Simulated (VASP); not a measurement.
# P (Fm-3m) in VASP: further runs

Runs on P. Level: LDA. Tasks: single point, relaxation of cell and atoms.

Everything below comes from runs of VASP 6.6.1. Logs are shortened: lines on timing, memory, paths and dates and some standing lists are left out, and cuts for length are marked.

## (1) The cell of the first run

It takes space group Fm-3m (No. 225, cubic). The conventional cell has a = 3.820 Å, b = 3.820 Å, c = 3.820 Å, α = 90.00°, β = 90.00°, γ = 90.00°. P (site symmetry m-3m) has 12 P at 2.70 Å within 3.6 Å.

This isn't the form of P at room conditions, which is orthorhombic.

## (2) Single point, LDA

The input, INCAR:

```
PREC = Accurate
ENCUT = 500
EDIFF = 1E-6
ISMEAR = 0
SIGMA = 0.05
LREAL = False
LASPH = True
NELM = 120
ALGO = Normal
ISIF = 2
LWAVE = False
LCHARG = False
GGA = CA
NBANDS = 8
GGA_COMPAT = False
```

The input, KPOINTS:

```
regular mesh
0
Gamma
  11 11 11
```

The input, POSCAR:

```
P
1.0
    0.0000000000      1.9100359901      1.9100359901
    1.9100359901      0.0000000000      1.9100359901
    1.9100359901      1.9100359901      0.0000000000
P
1
Direct
    0.0000000000      0.0000000000      0.0000000000
```

Potentials or basis: VASP PAW LDA potentials, release 64 (P).

Started as:

```sh
$ cat potpaw_LDA.64/P/POTCAR > POTCAR
$ mpirun -np 1 vasp_std > vasp.out
```

OUTCAR:

```text
PREC = Accurate
   ENCUT = 500
   EDIFF = 1E-6
   ISMEAR = 0
   LREAL = False
   LASPH = True
   NELM = 120
   ISIF = 2
   GGA = CA

 ion  position               nearest neighbor table
   1  0.000  0.000  0.000-

  LATTYP: Found a face centered cubic cell.
 ALAT       =     3.8200719802

  Lattice vectors:

 A1 = (   0.0000000000,   1.9100359901,   1.9100359901)
 A2 = (   1.9100359901,   0.0000000000,   1.9100359901)
 A3 = (   1.9100359901,   1.9100359901,   0.0000000000)

Analysis of symmetry for initial positions (statically):
=====================================================================
 Subroutine PRICEL returns:
 Original cell was already a primitive cell.

 Routine SETGRP: Setting up the symmetry group for a
 face centered cubic supercell.

 Subroutine GETGRP returns: Found 48 space group operations
 (whereof 48 operations were pure point group operations)
 out of a pool of 48 trial point group operations.

The static configuration has the point symmetry O_h .

Analysis of symmetry for dynamics (positions and initial velocities):
=====================================================================
 Subroutine PRICEL returns:
 Original cell was already a primitive cell.

 Routine SETGRP: Setting up the symmetry group for a
 face centered cubic supercell.

 Subroutine GETGRP returns: Found 48 space group operations
 (whereof 48 operations were pure point group operations)
 out of a pool of 48 trial point group operations.

The dynamic configuration has the point symmetry O_h .

 Subroutine INISYM returns: Found 48 space group operations
 (whereof 48 operations are pure point group operations),
 and found     1 'primitive' translations

----------------------------------------------------------------------------------------

                                     Primitive cell

  volume of cell :      13.9365

  direct lattice vectors                    reciprocal lattice vectors
     0.000000000  1.910035990  1.910035990    -0.261775172  0.261775172  0.261775172
     1.910035990  0.000000000  1.910035990     0.261775172 -0.261775172  0.261775172
     1.910035990  1.910035990  0.000000000     0.261775172  0.261775172 -0.261775172

  length of vectors
     2.701198802  2.701198802  2.701198802     0.453407898  0.453407898  0.453407898

  position of ions in fractional coordinates (direct lattice)
     0.000000000  0.000000000  0.000000000

  ion indices of the primitive-cell ions
   primitive index   ion index
                 1           1

----------------------------------------------------------------------------------------

 KPOINTS: regular mesh

Automatic generation of k-mesh.
 Grid dimensions read from file:
 generate k-points for:   11   11   11

 Generating k-lattice:

  Cartesian coordinates                     Fractional coordinates (reciprocal lattice)
    -0.023797743  0.023797743  0.023797743     0.090909091  0.000000000  0.000000000
     0.023797743 -0.023797743  0.023797743     0.000000000  0.090909091  0.000000000
     0.023797743  0.023797743 -0.023797743     0.000000000  0.000000000  0.090909091

  Length of vectors
     0.041218900  0.041218900  0.041218900

  Shift w.r.t. Gamma in fractional coordinates (k-lattice)
     0.000000000  0.000000000  0.000000000

 Subroutine IBZKPT returns following result:
 ===========================================

 Found     56 irreducible k-points:

 Following reciprocal coordinates:
            Coordinates               Weight
  0.000000  0.000000  0.000000      1.000000
  0.090909  0.000000  0.000000      8.000000
  0.181818  0.000000  0.000000      8.000000
  0.272727  0.000000  0.000000      8.000000
  0.363636  0.000000  0.000000      8.000000
  0.454545  0.000000  0.000000      8.000000
[... 16 lines left out ...]
 -0.272727  0.181818  0.000000     24.000000
 -0.181818  0.181818  0.000000     12.000000
 [... further k-points ...]
   k-points           NKPTS =     56   k-points in BZ     NKDIM =     56   number of bands    NBANDS=      8
   number of dos      NEDOS =    301   number of ions     NIONS =      1
   total plane-waves  NPLWV =   8000
   dimension x,y,z NGX =    20 NGY =   20 NGZ =   20
   dimension x,y,z NGXF=    40 NGYF=   40 NGZF=   40
   ions per type =               1
   NGX,Y,Z   is equivalent  to a cutoff of  12.31, 12.31, 12.31 a.u.
   NGXF,Y,Z  is equivalent  to a cutoff of  24.62, 24.62, 24.62 a.u.
 SYSTEM =  unknown system
   PREC   = accura    normal or accurate (medium, high low for compatibility)
   ISTART =      0    job   : 0-new  1-cont  2-samecut
   ICHARG =      2    charge: 1-file 2-atom 10-const
   ISPIN  =      1    spin polarized calculation?
   LNONCOLLINEAR =      F non collinear calculations
   LSORBIT =      F    spin-orbit coupling
   LASPH  =      T    aspherical Exc in radial PAW
   ENCUT  =  500.0 eV  36.75 Ry    6.06 a.u.   4.92  4.92  4.92*2*pi/ulx,y,z
   NELM   =    120;   NELMIN=  2; NELMDL= -5     # of ELM steps
   EDIFF  = 0.1E-05   stopping-criterion for ELM
   LREAL  =      F    real-space projection
   EDIFFG = 0.1E-04   stopping-criterion for IOM
   NSW    =      0    number of steps for IOM
   IBRION =     -1    ionic relax: 0-MD 1-quasi-New 2-CG
   NFREE  =      0    steps in history (QN), initial steepest desc. (CG)
   ISIF   =      2    stress and relaxation
   ISYM   =      2    0-nonsym 1-usesym 2-fastsym
   POTIM  = 0.5000    time-step for ionic-motion
   TEBEG  =    0.0;   TEEND  =   0.0 temperature during run
   PSTRESS=    0.0 pullay stress
   NELECT =       5.0000    total number of electrons
   NUPDOWN=      -1.0000    fix difference up-down
   EMIN   =  10.00;   EMAX   =-10.00  energy-range for DOS
   EFERMI =   0.00;   METHOD = LEGACY
   ISMEAR =     0;   SIGMA  =   0.05  broadening in eV -4-tet -1-fermi 0-gaus
   EFERMI_NEDOS =   21; number of points for ismear=-14 and -15
   IALGO  =     38    algorithm
   IMIX   =      4    mixing-type and parameters
     AMIX     =   0.40;   BMIX     =  1.00
     AMIX_MAG =   1.60;   BMIX_MAG =  1.00
  volume/ion in A,a.u.               =      13.94        94.05
  Fermi-wavevector in a.u.,A,eV,Ry     =   1.163268  2.198259 18.411315  1.353193
  Thomas-Fermi vector in A             =   2.299820
   LORBIT       =      0    0 simple, 1 ext, 2 COOP (PROOUT), +10 PAW based schemes
   GGA     = CA    functional components
   LHFCALC =     F    Hartree Fock is set to
   AEXX    =    0.0000 exact exchange contribution
   IVDW    =     0    specifies the selected vdW correction
   LEPSILON=     F    determine dielectric tensor
   LRPA    =     F    only Hartree local field effects (RPA)
 non-spin polarized calculation
 Gauss-broadening in eV      SIGMA  =   0.05
  energy-cutoff  :      500.00
  volume of cell :       13.94
 maximum number of plane-waves:       365
   NGX =  9   NGY =  9   NGZ =  9

 number of electron       4.9999999 magnetization

 Free energy of the ion-electron system (eV)
  ---------------------------------------------------
  ext. energy  EPLUGINS =         0.00000000
  ---------------------------------------------------
  free energy    TOTEN  =        -5.29214096 eV

  energy without entropy =       -5.29048430  energy(sigma->0) =       -5.29131263

 E-fermi :  10.3476     XC(G=0): -11.7302

 val. band max:       10.2798918804   @ k =  -0.1818   0.1818   0.0000
 cond. band min:      10.3521748323   @ k =   0.4545   0.2727   0.0909
 fundamental gap:      0.0722829519
 Fermi energy:        10.3475976343

 k-point     1 :       0.0000    0.0000    0.0000
  band No.  band energies     occupation
      1      -6.3734      2.00000
      2      17.4429      0.00000
      3      17.4429      0.00000
      4      17.4429      0.00000
      5      21.8962      0.00000
      6      21.8962      0.00000
      7      21.8962      0.00000
      8      28.3306      0.00000

 k-point     2 :       0.0909    0.0000    0.0000
  band No.  band energies     occupation
      1      -6.1352      2.00000
      2      15.5811      0.00000
      3      17.0925      0.00000
      4      17.0925      0.00000
      5      22.0594      0.00000
      6      22.4743      0.00000
      7      22.4743      0.00000
      8      27.5387      0.00000

 k-point     3 :       0.1818    0.0000    0.0000
  band No.  band energies     occupation
      1      -5.4236      2.00000
      2      12.1454      0.00000
      3      16.4422      0.00000
      4      16.4422      0.00000
      5      21.8968      0.00000
      6      23.2439      0.00000
      7      23.2439      0.00000
      8      26.7905      0.00000

 k-point     4 :       0.2727    0.0000    0.0000
  band No.  band energies     occupation
      1      -4.2491      2.00000
      2       8.6053      2.00000
      3      15.8928      0.00000
      4      15.8928      0.00000
      5      21.6081      0.00000
      6      22.6064      0.00000
      7      22.6064      0.00000
      8      28.1849      0.00000

 k-point     5 :       0.3636    0.0000    0.0000
  band No.  band energies     occupation
      1      -2.6429      2.00000
      2       5.3406      2.00000
      3      15.5493      0.00000
      4      15.5493      0.00000
      5      21.4198      0.00000
      6      21.6004      0.00000
      7      21.6004      0.00000
      8      27.5595      0.00000
[... 177 lines left out ...]
 k-point    22 :      -0.3636    0.1818    0.0000
  band No.  band energies     occupation
      1      -0.5822      2.00000
      2       4.2234      2.00000
      3      10.3744      0.44869
      4      14.3988      0.00000
      5      19.1396      0.00000
      6      23.6666      0.00000
      7      24.9231      0.00000
      8      29.7806      0.00000

 k-point    23 :      -0.2727    0.1818    0.0000
  band No.  band energies     occupation
      1      -2.3978      2.00000
      2       7.1405      2.00000
      3      10.2265      1.99939
      4      15.3831      0.00000
      5      20.4367      0.00000
      6      23.6730      0.00000
      7      24.5872      0.00000
      8      26.7654      0.00000

 k-point    24 :      -0.1818    0.1818    0.0000
  band No.  band energies     occupation
      1      -3.8569      2.00000
      2      10.2799      1.94451
      3      10.6618      0.00000
      4      16.4146      0.00000
      5      22.0429      0.00000
      6      23.8145      0.00000
      7      24.1327      0.00000
      8      24.3527      0.00000

 [... further k-points ...]
[... 5 lines left out ...]
  --------------------------------------------------------------------------------------
  -------------------------------------------------------------------------------------
  Total       -0.0060015     -0.0060015     -0.0060015     -0.0000000     -0.0000000      0.0000000
  in kB       -0.6899499     -0.6899499     -0.6899499     -0.0000000     -0.0000000      0.0000000
  external PRESSURE =      -0.6899499 kB  Pullay stress =       0.0000000 kB

 VOLUME and BASIS-vectors are now :
 -----------------------------------------------------------------------------
  energy-cutoff  :      500.00
  volume of cell :       13.94
      direct lattice vectors                 reciprocal lattice vectors
     0.000000000  1.910035990  1.910035990    -0.261775172  0.261775172  0.261775172
     1.910035990  0.000000000  1.910035990     0.261775172 -0.261775172  0.261775172
     1.910035990  1.910035990  0.000000000     0.261775172  0.261775172 -0.261775172

 POSITION                                       TOTAL-FORCE (eV/Angst)
 -----------------------------------------------------------------------------------
      0.00000      0.00000      0.00000         0.000000     -0.000000     -0.000000
 -----------------------------------------------------------------------------------
    total drift:                                0.000000      0.000000     -0.000000

  FREE ENERGIE OF THE ION-ELECTRON SYSTEM (eV)
  ---------------------------------------------------
  free  energy   TOTEN  =        -5.2921409643 eV

  energy  without entropy=       -5.2904843037  energy(sigma->0) =       -5.29131263
```

It took 7.4 s on 1 thread of Intel Xeon Platinum 8375C at 2.90GHz (Ice Lake), shared host; peak memory 0.11 GiB.

What came out:

```
Free energy            : -5.2921 eV
Pressure               : -0.1 GPa
Band gap on the k mesh : zero (an odd number of electrons rules out a gap without spin polarisation)
```

## (3) Relaxation of cell and atoms, LDA

This run uses another cell than the first one, of 14.60 Å³/atom.

The input, INCAR:

```
SYSTEM = P
ALGO = Normal
EDIFF = 1E-7
EDIFFG = -0.01
ENCUT = 500
GGA_COMPAT = .False.
IBRION = 2
ISIF = 3
ISMEAR = 0
LASPH = .True.
LCHARG = .False.
LREAL = .False.
LWAVE = .False.
NELM = 120
NELMIN = 4
NSW = 80
PREC = Accurate
SIGMA = 0.05
```

The input, KPOINTS:

```
k-points
0
Gamma
  11 11 11
  0 0 0
```

The input, POSCAR:

```
P
1.0
    0.0000000000      1.9400000000      1.9400000000
    1.9400000000      0.0000000000      1.9400000000
    1.9400000000      1.9400000000      0.0000000000
P
1
Direct
    0.0000000000      0.0000000000      0.0000000000
```

Potentials or basis: VASP PAW LDA potentials, release 64 (P).

Started as:

```sh
$ cat potpaw_LDA.64/P/POTCAR > POTCAR
$ mpirun -np 1 vasp_std > vasp.out
```

It took 11 s on 1 thread of Intel Xeon Platinum 8375C at 2.90GHz (Ice Lake), shared host; peak memory 0.1 GiB.

Results (log left out):

* Free energy: -5.2924 eV
* Relaxed volume: 13.92 Å³/atom
* Relaxed cell: a = 2.700 Å, b = 2.700 Å, c = 2.700 Å, α = 60.00°, β = 60.00°, γ = 60.00°
* Space group after relaxing (to 0.1 Å): Fm-3m (No. 225)
* Energy gained by relaxing: 10.1 meV/atom
* Ionic steps: 3
* Pressure after relaxing: 0.1 GPa
* Band gap on the k mesh: zero (an odd number of electrons rules out a gap without spin polarisation)

The path:
| step | energy change (eV) | largest force (eV/Å) | pressure (GPa) | volume (Å³) |
| --- | --- | --- | --- | --- |
| 1 | 0.0000 | 0.0000 | -4.47 | 14.60 |
| 2 | -0.0094 | 0.0000 | 1.31 | 13.76 |
| 3 | -0.0101 | 0.0000 | 0.06 | 13.92 |

Final structure:
```xyz
1
Lattice="0.0000 1.9093 1.9093 1.9093 0.0000 1.9093 1.9093 1.9093 0.0000" Properties=species:S:1:pos:R:3 pbc="T T T"
P     0.0000    0.0000    0.0000
```

Levels at points of the mesh, in eV from the Fermi level:
```csv
k point,band 1,band 2,band 3,band 4,band 5,band 6
"(0.00, 0.00, 0.00)",-16.73,7.10,7.10,7.10,11.55,11.55
```
